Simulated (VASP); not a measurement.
Here is a VASP 6.6.1 calculation.

POSCAR

```
Hg
1.0
    3.1508396380      0.0000000000      0.0000000000
    0.0000000000      3.1508396380      0.0000000000
    0.0000000000      0.0000000000      3.1508396380
Hg
1
Direct
    0.0000000000      0.0000000000      0.0000000000
```

Contents of INCAR.step1:

```
ALGO = Normal ; EDIFF = 1E-4
ENCUT = 520 ; GGA = PE
ISMEAR = -1 ; LASPH = T
LCHARG = F ; LREAL = F
LWAVE = T ; NBANDS = 12
NELM = 60 ; PREC = Accurate
SIGMA = 0.1
```

Contents of INCAR.step2:

```
ALGO = Normal ; EDIFF = 1E-7
ENCUT = 520 ; ISIF = 2
ISMEAR = -1 ; ISTART = 1
LASPH = T ; LCHARG = T
LELF = T ; LMIXTAU = T
LREAL = F ; LVHAR = T
LWAVE = F ; METAGGA = R2SCAN
NBANDS = 12 ; NELM = 60
PREC = Accurate ; SIGMA = 0.1
```

File KPOINTS:

```
k-points
0
Gamma
  11 11 11
```

Potentials or basis: VASP PAW PBE potentials, release 64 (Hg).

Command:

```bash
$ cat potpaw_PBE.64/Hg/POTCAR > POTCAR
$ cp INCAR.step1 INCAR
$ mpirun -np 1 vasp_std > vasp.out
$ cp INCAR.step2 INCAR
$ mpirun -np 1 vasp_std > vasp.out
```

(1) Predict the pressure.

(2) Predict the band gap on the k mesh.

Answers

(1) -1.9 GPa.

(2) zero (band 6 reaches 3.14 eV, above the bottom of band 7 at 0.19 eV).

Caveat: the PAW data sets were made with another functional, which shifts forces and pressure a little; spin-orbit coupling is left out, which moves the levels of the heavy elements.
